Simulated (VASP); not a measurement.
BaZrO3:

```
Ba Zr O
1.0
     4.16254    0.06610    0.04500
     0.06610    4.21927   -0.07619
     0.04500   -0.07619    4.25279
Ba Zr O
1 1 3
Direct
  0.00791 0.94825 0.96733
  0.52355 0.51477 0.45370
  0.48498 0.98194 0.58433
  0.47133 0.57123 0.96473
  0.01224 0.48381 0.52991
```

| Quantity | Value |
| --- | --- |
| Program | VASP 6.6.1 |
| Task | relaxation of cell and atoms |
| Functional | PBE |
| Potentials or basis | VASP PAW PBE potentials, release 64 (Ba_sv, Zr_sv, O) |
| Cutoff | 600 eV |
| k mesh | 4 × 4 × 4 |
| Occupations | gaussian, width 0.1 eV |
| Spin | no spin polarisation |

At the start: pressure 4.9 GPa; volume 14.93 Å³/atom.

Question: How do energy, volume and symmetry change on relaxing?

Answer: Over 25 steps the energy falls by 263.7 meV/atom and the volume is 15.18 Å³/atom (+1.7 %); space group Pm-3m (No. 221, to 0.05 Å).

Step by step:
| step | energy change (eV) | largest force (eV/Å) | pressure (GPa) | volume (Å³) |
| --- | --- | --- | --- | --- |
| 1 | 0.0000 | 3.4095 | 4.86 | 74.64 |
| 2 | -0.8872 | 1.1819 | -5.53 | 79.60 |
| 3 | -0.9476 | 0.9172 | -7.93 | 81.47 |
| 4 | -1.1550 | 1.3526 | 6.15 | 73.87 |
| 5 | -1.1998 | 0.8535 | 1.34 | 75.99 |
| 6 | -1.2601 | 0.3509 | 0.31 | 76.11 |
| 7 | -1.2602 | 0.3494 | 0.29 | 76.12 |
| 8 | -1.2838 | 0.2499 | -0.64 | 76.45 |
| 9 | -1.2912 | 0.1961 | -1.36 | 76.76 |
| 10 | -1.3013 | 0.1710 | 1.35 | 75.33 |
| 11 | -1.3018 | 0.1751 | 0.86 | 75.58 |
| 12 | -1.3120 | 0.1052 | 0.47 | 75.74 |
| 13 | -1.3141 | 0.0993 | 0.21 | 75.86 |
| 14 | -1.3170 | 0.0657 | -0.45 | 76.20 |
| 15 | -1.3170 | 0.0620 | -0.55 | 76.25 |
| 16 | -1.3174 | 0.0402 | 0.54 | 75.68 |
| 17 | -1.3180 | 0.0458 | 0.07 | 75.93 |
| 18 | -1.3183 | 0.0218 | 0.07 | 75.92 |
| 19 | -1.3184 | 0.0259 | 0.09 | 75.91 |
| 20 | -1.3185 | 0.0248 | -0.11 | 76.03 |
| 21 | -1.3185 | 0.0245 | -0.17 | 76.05 |
| 22 | -1.3186 | 0.0220 | -0.12 | 76.02 |
| 23 | -1.3186 | 0.0192 | -0.06 | 75.98 |
| 24 | -1.3187 | 0.0157 | 0.03 | 75.94 |
| 25 | -1.3187 | 0.0128 | 0.10 | 75.90 |

Final structure:
```cif
data_structure
_symmetry_space_group_name_H-M 'P 1'
_symmetry_Int_Tables_number 1
_cell_length_a 4.2335
_cell_length_b 4.2341
_cell_length_c 4.2341
_cell_angle_alpha 90.002
_cell_angle_beta 90.014
_cell_angle_gamma 90.016
_cell_volume 75.90
loop_
_atom_site_label
_atom_site_type_symbol
_atom_site_fract_x
_atom_site_fract_y
_atom_site_fract_z
_atom_site_occupancy
Ba1 Ba 0.99996 0.99988 0.99859 1
Zr1 Zr 0.49986 0.49996 0.49961 1
O1 O 0.50004 0.00004 0.50061 1
O2 O 0.50013 0.49979 0.00026 1
O3 O 0.00001 0.50033 0.50093 1
```
